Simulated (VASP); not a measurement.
# MgO (I4mm) in VASP: single point with r2SCAN

Aim: the single point of MgO with r2SCAN.

All numbers are computed with VASP 6.6.1; they aren't measurements. Logs are shortened: lines on timing, memory, paths and dates and some standing lists are left out, and cuts for length are marked.

## Step 1: The cell of the first run

It takes space group I4mm (No. 107, tetragonal). The conventional cell has a = 3.020 Å, b = 3.020 Å, c = 4.270 Å, α = 90.00°, β = 90.00°, γ = 90.00°. Within 2.7 Å of Mg (site symmetry 4mm) lie 6 O at 2.04 to 2.24 Å. O (site symmetry 4mm) has 6 Mg at 2.04 to 2.24 Å within 2.7 Å.

## Step 2: Single point, r2SCAN (atom 2 (O) moved by (-0.100, +0.000) A along x and z)

POSCAR

```
MgO
1.0
    0.0000000000      2.1351500000      2.1351500000
    2.1351500000      0.0000000000      2.1351500000
    2.1351500000      2.1351500000      0.0000000000
Mg O
1 1
Direct
    0.0000000000      0.0000000000      0.0000000000
    0.5234175585      0.4765824415      0.4765824415
```

INCAR.step1

```
ALGO = Normal
EDIFF = 1E-4
ENCUT = 520
GGA = PE
ISMEAR = 0
LASPH = T
LCHARG = F
LREAL = F
LWAVE = T
NBANDS = 11
NELM = 100
PREC = Accurate
SIGMA = 0.05
```

INCAR.step2

```
ALGO = Normal
EDIFF = 1E-6
ENCUT = 520
ISIF = 2
ISMEAR = 0
ISTART = 1
LASPH = T
LCHARG = F
LMIXTAU = T
LREAL = F
LWAVE = F
METAGGA = R2SCAN
NBANDS = 11
NELM = 100
PREC = Accurate
SIGMA = 0.05
```

KPOINTS

```
k-points
0
Gamma
  10 10 10
```

Potentials or basis: VASP PAW PBE potentials, release 64 (Mg, O).

The run is started by

```console
$ cat potpaw_PBE.64/Mg/POTCAR potpaw_PBE.64/O/POTCAR > POTCAR
$ cp INCAR.step1 INCAR
$ mpirun -np 1 vasp_std > vasp.out
$ cp INCAR.step2 INCAR
$ mpirun -np 1 vasp_std > vasp.out
```

OUTCAR:

```text
EDIFF = 1E-6
   ENCUT = 520
   ISIF = 2
   ISMEAR = 0
   ISTART = 1
   LASPH = T
   LREAL = F
   METAGGA = R2SCAN
   NELM = 100
   PREC = Accurate

 ion  position               nearest neighbor table
   1  0.000  0.000  0.000-   2 2.04   2 2.14   2 2.14   2 2.14   2 2.14   2 2.24
   2  0.523  0.477  0.477-   1 2.04   1 2.14   1 2.14   1 2.14   1 2.14   1 2.24

  LATTYP: Found a face centered cubic cell.
 ALAT       =     4.2703000000

  Lattice vectors:

 A1 = (   0.0000000000,   2.1351500000,   2.1351500000)
 A2 = (   2.1351500000,   0.0000000000,   2.1351500000)
 A3 = (   2.1351500000,   2.1351500000,   0.0000000000)

Analysis of symmetry for initial positions (statically):
=====================================================================
 Subroutine PRICEL returns:
 Original cell was already a primitive cell.

 Routine SETGRP: Setting up the symmetry group for a
 face centered cubic supercell.

 Subroutine GETGRP returns: Found  8 space group operations
 (whereof  8 operations were pure point group operations)
 out of a pool of 48 trial point group operations.

The static configuration has the point symmetry C_4v.

Analysis of symmetry for dynamics (positions and initial velocities):
=====================================================================
 Subroutine PRICEL returns:
 Original cell was already a primitive cell.

 Routine SETGRP: Setting up the symmetry group for a
 face centered cubic supercell.

 Subroutine GETGRP returns: Found  8 space group operations
 (whereof  8 operations were pure point group operations)
 out of a pool of 48 trial point group operations.

The dynamic configuration has the point symmetry C_4v.

 Subroutine INISYM returns: Found  8 space group operations
 (whereof  8 operations are pure point group operations),
 and found     1 'primitive' translations

----------------------------------------------------------------------------------------

                                     Primitive cell

  volume of cell :      19.4677

  direct lattice vectors                    reciprocal lattice vectors
     0.000000000  2.135150000  2.135150000    -0.234175585  0.234175585  0.234175585
     2.135150000  0.000000000  2.135150000     0.234175585 -0.234175585  0.234175585
     2.135150000  2.135150000  0.000000000     0.234175585  0.234175585 -0.234175585

  length of vectors
     3.019558088  3.019558088  3.019558088     0.405604011  0.405604011  0.405604011

  position of ions in fractional coordinates (direct lattice)
     0.000000000  0.000000000  0.000000000
     0.523417559  0.476582441  0.476582441

  ion indices of the primitive-cell ions
   primitive index   ion index
                 1           1
                 2           2

----------------------------------------------------------------------------------------

 KPOINTS: k-points

Automatic generation of k-mesh.
 Grid dimensions read from file:
 generate k-points for:   10   10   10

 Generating k-lattice:

  Cartesian coordinates                     Fractional coordinates (reciprocal lattice)
    -0.023417558  0.023417558  0.023417558     0.100000000  0.000000000  0.000000000
     0.023417558 -0.023417558  0.023417558     0.000000000  0.100000000  0.000000000
     0.023417558  0.023417558 -0.023417558     0.000000000  0.000000000  0.100000000

  Length of vectors
     0.040560401  0.040560401  0.040560401

  Shift w.r.t. Gamma in fractional coordinates (k-lattice)
     0.000000000  0.000000000  0.000000000

 Subroutine IBZKPT returns following result:
 ===========================================

 Found    102 irreducible k-points:

 Following reciprocal coordinates:
            Coordinates               Weight
  0.000000  0.000000  0.000000      1.000000
  0.100000  0.000000  0.000000      8.000000
  0.200000  0.000000  0.000000      8.000000
  0.300000  0.000000  0.000000      8.000000
  0.400000  0.000000  0.000000      8.000000
  0.500000  0.000000  0.000000      4.000000
[... 16 lines left out ...]
 -0.100000  0.100000  0.000000      8.000000
  0.000000 -0.100000  0.100000      4.000000
 [... further k-points ...]
   k-points           NKPTS =    102   k-points in BZ     NKDIM =    102   number of bands    NBANDS=     11
   number of dos      NEDOS =    301   number of ions     NIONS =      2
   total plane-waves  NPLWV =  13824
   dimension x,y,z NGX =    24 NGY =   24 NGZ =   24
   dimension x,y,z NGXF=    48 NGYF=   48 NGZF=   48
   ions per type =               1   1
   NGX,Y,Z   is equivalent  to a cutoff of  13.21, 13.21, 13.21 a.u.
   NGXF,Y,Z  is equivalent  to a cutoff of  26.43, 26.43, 26.43 a.u.
 SYSTEM =  unknown system
   PREC   = accura    normal or accurate (medium, high low for compatibility)
   ISTART =      1    job   : 0-new  1-cont  2-samecut
   ICHARG =      0    charge: 1-file 2-atom 10-const
   ISPIN  =      1    spin polarized calculation?
   LNONCOLLINEAR =      F non collinear calculations
   LSORBIT =      F    spin-orbit coupling
   LASPH  =      T    aspherical Exc in radial PAW
   ENCUT  =  520.0 eV  38.22 Ry    6.18 a.u.   5.61  5.61  5.61*2*pi/ulx,y,z
   NELM   =    100;   NELMIN=  2; NELMDL=  0     # of ELM steps
   EDIFF  = 0.1E-05   stopping-criterion for ELM
   LREAL  =      F    real-space projection
   EDIFFG = 0.1E-04   stopping-criterion for IOM
   NSW    =      0    number of steps for IOM
   IBRION =     -1    ionic relax: 0-MD 1-quasi-New 2-CG
   NFREE  =      0    steps in history (QN), initial steepest desc. (CG)
   ISIF   =      2    stress and relaxation
   ISYM   =      2    0-nonsym 1-usesym 2-fastsym
   POTIM  = 0.5000    time-step for ionic-motion
   TEBEG  =    0.0;   TEEND  =   0.0 temperature during run
   PSTRESS=    0.0 pullay stress
   NELECT =       8.0000    total number of electrons
   NUPDOWN=      -1.0000    fix difference up-down
   EMIN   =  10.00;   EMAX   =-10.00  energy-range for DOS
   EFERMI =   0.00;   METHOD = LEGACY
   ISMEAR =     0;   SIGMA  =   0.05  broadening in eV -4-tet -1-fermi 0-gaus
   EFERMI_NEDOS =   21; number of points for ismear=-14 and -15
   IALGO  =     38    algorithm
   IMIX   =      4    mixing-type and parameters
     AMIX     =   0.40;   BMIX     =  1.00
     AMIX_MAG =   1.60;   BMIX_MAG =  1.00
  volume/ion in A,a.u.               =       9.73        65.69
  Fermi-wavevector in a.u.,A,eV,Ry     =   1.217119  2.300022 20.155386  1.481379
  Thomas-Fermi vector in A             =   2.352450
   LORBIT       =      0    0 simple, 1 ext, 2 COOP (PROOUT), +10 PAW based schemes
   METAGGA = R2SCAN    functional components
   LHFCALC =     F    Hartree Fock is set to
   AEXX    =    0.0000 exact exchange contribution
   IVDW    =     0    specifies the selected vdW correction
   LEPSILON=     F    determine dielectric tensor
   LRPA    =     F    only Hartree local field effects (RPA)
 non-spin polarized calculation
 Gauss-broadening in eV      SIGMA  =   0.05
  energy-cutoff  :      520.00
  volume of cell :       19.47
 maximum number of plane-waves:       544
   NGX = 11   NGY = 11   NGZ = 11

 number of electron       8.0000002 magnetization

 Free energy of the ion-electron system (eV)
  ---------------------------------------------------
  ext. energy  EPLUGINS =         0.00000000
  ---------------------------------------------------
  free energy    TOTEN  =       -16.11243671 eV

  energy without entropy =      -16.11243671  energy(sigma->0) =      -16.11243671

 E-fermi :   2.8028     XC(G=0): -11.3805

 val. band max:        2.4724668802   @ k =   0.0000   0.0000   0.0000
 cond. band min:       7.6669939261   @ k =   0.0000   0.0000   0.0000
 fundamental gap:      5.1945270459
 Fermi energy:         2.8027808486

 k-point     1 :       0.0000    0.0000    0.0000
  band No.  band energies     occupation
      1     -15.5201      2.00000
      2       2.4582      2.00000
      3       2.4725      2.00000
      4       2.4725      2.00000
      5       7.6670      0.00000
      6      19.0879      0.00000
      7      19.1060      0.00000
      8      19.1060      0.00000
      9      23.0728      0.00000
     10      24.8274      0.00000
     11      24.8532      0.00000

 k-point     2 :       0.1000    0.0000    0.0000
  band No.  band energies     occupation
      1     -15.4239      2.00000
      2       1.8487      2.00000
      3       2.4030      2.00000
      4       2.4088      2.00000
      5       8.2822      0.00000
      6      17.8477      0.00000
      7      19.3317      0.00000
      8      19.3389      0.00000
      9      24.0452      0.00000
     10      24.0723      0.00000
     11      24.7150      0.00000

 k-point     3 :       0.2000    0.0000    0.0000
  band No.  band energies     occupation
      1     -15.1608      2.00000
      2       0.5798      2.00000
      3       2.2411      2.00000
      4       2.2470      2.00000
      5       9.4982      0.00000
      6      16.3118      0.00000
      7      19.7756      0.00000
      8      19.7878      0.00000
      9      23.3438      0.00000
     10      23.3904      0.00000
     11      25.5382      0.00000

 k-point     4 :       0.3000    0.0000    0.0000
  band No.  band energies     occupation
      1     -14.8097      2.00000
      2      -0.6915      2.00000
      3       2.0501      2.00000
      4       2.0561      2.00000
      5      10.5043      0.00000
      6      15.5681      0.00000
      7      19.8370      0.00000
      8      19.8395      0.00000
      9      23.8462      0.00000
     10      23.8728      0.00000
     11      24.9441      0.00000

 k-point     5 :       0.4000    0.0000    0.0000
  band No.  band energies     occupation
      1     -14.5000      2.00000
      2      -1.6122      2.00000
      3       1.9021      2.00000
      4       1.9082      2.00000
      5      10.9330      0.00000
      6      15.5994      0.00000
      7      19.5819      0.00000
      8      19.6109      0.00000
      9      24.3522      0.00000
     10      25.1703      0.00000
     11      25.2318      0.00000
[... 211 lines left out ...]
 k-point    21 :      -0.2000    0.1000    0.0000
  band No.  band energies     occupation
      1     -14.9817      2.00000
      2       0.0643      2.00000
      3       1.8408      2.00000
      4       2.2039      2.00000
      5      10.2623      0.00000
      6      15.7161      0.00000
      7      19.2639      0.00000
      8      20.3847      0.00000
      9      22.1216      0.00000
     10      24.2788      0.00000
     11      26.5472      0.00000

 k-point    22 :       0.0000   -0.2000    0.1000
  band No.  band energies     occupation
      1     -14.9818      2.00000
      2       0.0603      2.00000
      3       1.8406      2.00000
      4       2.2091      2.00000
      5      10.2729      0.00000
      6      15.6975      0.00000
      7      19.3064      0.00000
      8      20.3382      0.00000
      9      22.0651      0.00000
     10      24.2891      0.00000
     11      26.6482      0.00000

 k-point    23 :      -0.1000    0.1000    0.0000
  band No.  band energies     occupation
      1     -15.2727      2.00000
      2       1.1606      2.00000
      3       2.1538      2.00000
      4       2.3580      2.00000
      5       9.0809      0.00000
      6      16.7747      0.00000
      7      19.4449      0.00000
      8      19.7736      0.00000
      9      22.7112      0.00000
     10      24.1754      0.00000
     11      26.1598      0.00000

 k-point    24 :       0.0000   -0.1000    0.1000
  band No.  band energies     occupation
      1     -15.2727      2.00000
      2       1.1581      2.00000
      3       2.1505      2.00000
      4       2.3629      2.00000
      5       9.0884      0.00000
      6      16.7640      0.00000
      7      19.4587      0.00000
      8      19.7640      0.00000
      9      22.6538      0.00000
     10      24.1816      0.00000
     11      26.2335      0.00000

 [... further k-points ...]

------------------------ aborting loop because EDIFF is reached ----------------------------------------

  FORCE on cell =-STRESS in cart. coord.  units (eV):
  Direction    XX          YY          ZZ          XY          YZ          ZX
  --------------------------------------------------------------------------------------
  -------------------------------------------------------------------------------------
  Total       -0.6331241     -1.0148309     -1.0148309     -0.0000000     -0.0000000      0.0000000
  in kB      -52.1055849    -83.5197352    -83.5197352     -0.0000000     -0.0000000      0.0000000
  external PRESSURE =     -73.0483518 kB  Pullay stress =       0.0000000 kB

 VOLUME and BASIS-vectors are now :
 -----------------------------------------------------------------------------
  energy-cutoff  :      520.00
  volume of cell :       19.47
      direct lattice vectors                 reciprocal lattice vectors
     0.000000000  2.135150000  2.135150000    -0.234175585  0.234175585  0.234175585
     2.135150000  0.000000000  2.135150000     0.234175585 -0.234175585  0.234175585
     2.135150000  2.135150000  0.000000000     0.234175585  0.234175585 -0.234175585

 POSITION                                       TOTAL-FORCE (eV/Angst)
 -----------------------------------------------------------------------------------
      0.00000      0.00000      0.00000        -0.482985      0.000000      0.000000
      2.03515      2.13515      2.13515         0.482985      0.000000      0.000000
 -----------------------------------------------------------------------------------
    total drift:                                0.005463      0.000002      0.000002

  FREE ENERGIE OF THE ION-ELECTRON SYSTEM (eV)
  ---------------------------------------------------
  free  energy   TOTEN  =       -16.1124367057 eV

  energy  without entropy=      -16.1124367057  energy(sigma->0) =      -16.11243671
```

Run time: 48 s. Hardware: 1 thread of Intel Xeon 6975P-C, shared host; peak memory 0.16 GiB.

Results:

```
Free energy            : -16.1124 eV
Pressure               : -7.3 GPa
Largest force          : 0.483 eV/Å
Band gap on the k mesh : 5.19 eV, direct
```

Forces on the atoms (eV/Å):
```
Mg  -0.483  0.000  0.000
O    0.483  0.000  0.000
```

Stress tensor (GPa, compression positive):
```
-5.21  0.00  0.00
 0.00 -8.35  0.00
 0.00  0.00 -8.35
```

Levels at points of the mesh, in eV from the valence-band top:
```
           k point  band 2  band 3  band 4  band 5  band 6  band 7
(0.00, 0.00, 0.00)   -0.01    0.00    0.00    5.19   16.62   16.63
(0.50, 0.00, 0.00)   -4.42   -0.63   -0.62    8.53   13.27   16.99
(0.50, 0.50, 0.00)   -3.93   -1.32   -1.31   10.00   10.56   13.84
(0.00, 0.50, 0.50)   -3.92   -1.31   -1.31    9.98   10.54   13.85
```

Caveat: the cell differs from its parent crystal (atom 2 (O) moved by (-0.100, +0.000) A along x and z); the PAW data sets were made with another functional, which shifts forces and pressure a little.
